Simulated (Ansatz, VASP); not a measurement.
## MgFeC6N6 in VASP and in Ansatz

```
Mg Fe C N
1.0
     0.00000    5.35032    5.35032
     5.35032    0.00000    5.35032
     5.35032    5.35032    0.00000
Mg Fe C N
1 1 6 6
Cartesian
  0.0000 0.0000 0.0000
  5.3503 5.3503 5.3503
  2.2927 5.3503 5.3503
  5.3503 2.2927 5.3503
  5.3503 5.3503 2.2927
  8.4080 5.3503 5.3503
  5.3503 8.4080 5.3503
  5.3503 5.3503 8.4080
  3.4645 5.3503 5.3503
  5.3503 3.4645 5.3503
  5.3503 5.3503 3.4645
  7.2361 5.3503 5.3503
  5.3503 7.2361 5.3503
  5.3503 5.3503 7.2361
```

Alike in both runs: functional PBE; k mesh 6 × 6 × 6; occupations gaussian, width 0.1 eV; collinear spin.

Ansatz relaxed the structure, and its values are those at the end. VASP's run is a single point on that final structure, the one shown.

```csv
,VASP,Ansatz
version,VASP 6.6.1,Ansatz 0.2.0
potentials or method,"VASP PAW PBE potentials, release 64 (Mg, Fe, C, N), cutoff 600 eV","scalar-relativistic, plane waves, PAW"
valence electrons in the cell,64,80
```

VASP gave:

```
gap on the k mesh at the Fermi level (eV)                     : none
pressure (GPa)                                                : 0.3
rms of the force components (eV/Å)                            : 0.186
net moment per atom (μB)                                      : 0.14
size of the moment on the site where the two differ most (μB) : 1.64
```

Task: Which values does Ansatz return?

Result: gap on the k mesh at the Fermi level (eV): none; pressure (GPa): 0.0; rms of the force components (eV/Å): 0.002; net moment per atom (μB): 0.14; size of the moment on the site where the two differ most (μB): 1.51.

Site moments also hang on the region over which each program counts them. A gap of «none» marks a metal or a gap that the smearing closes. One of these differences is far larger than is usual between the two programs; its cause wasn't traced. The functional is the same, so the differences come from potentials, cutoffs and numerics. VASP's potentials hold 64 valence electrons a cell and Ansatz's 80, so a difference there can come from the potentials and not from the codes.

Noted on VASP's run: the standard files for N, O and F lose accuracy on very short bonds.
